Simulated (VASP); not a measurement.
Wanted: the native input for a VASP 6.6.1 run.

- Task: single point
- Functional: PBE
- Potentials or basis: VASP PAW PBE potentials, release 64 (Zr_sv, B)
- Cutoff: 520 eV
- k mesh: 12 × 12 × 9
- Occupations: fermi-dirac, width 0.05 eV
- Spin: no spin polarisation
- Dipole correction: no
- Further INCAR settings: ALGO = Normal; EDIFF = 1e-06; NBANDS = 16

The structure of ZrB2 lies in POSCAR:

```
ZrB2
1.0
    3.1708055281      0.0000000000      0.0000000000
   -1.5854027641      2.7459981378      0.0000000000
    0.0000000000      0.0000000000      3.5433212332
Zr B
1 2
Direct
    0.0000000000      0.0000000000      0.0000000000
    0.3333333333      0.6666666667      0.5000000000
    0.6666666667      0.3333333333      0.5000000000
```

One way to write it, as run:

INCAR

```
PREC     = Accurate       # precision mode
ENCUT    = 520            # plane-wave cutoff, eV
EDIFF    = 1E-6           # SCF threshold, eV
ISMEAR   = -1             # smearing method
SIGMA    = 0.05           # smearing width, eV
LREAL    = F              # projectors in reciprocal space
LASPH    = T              # aspherical terms in the spheres
NELM     = 80             # most SCF steps
ALGO     = Normal         # electronic algorithm
ISIF     = 2              # what is computed and relaxed
LWAVE    = F              # write WAVECAR
LCHARG   = F              # write CHGCAR
GGA      = PE             # functional
NBANDS   = 16             # bands
```

KPOINTS

```
regular mesh
0
Gamma
  12 12 9
```

Potentials or basis: VASP PAW PBE potentials, release 64 (Zr_sv, B).

Launch:

```sh
$ cat potpaw_PBE.64/Zr_sv/POTCAR potpaw_PBE.64/B/POTCAR > POTCAR
$ mpirun -np 1 vasp_std > vasp.out
```

It gave:

| Quantity | Value |
| --- | --- |
| Pressure | 0.1 GPa |
| Band gap on the k mesh | zero (bands 9 and 10 overlap by 1.33 eV) |

Wall time 18 s on 1 thread of Intel(R) Xeon(R) Platinum 8488C (Sapphire Rapids), with other jobs on the host, peak memory 0.17 GiB.
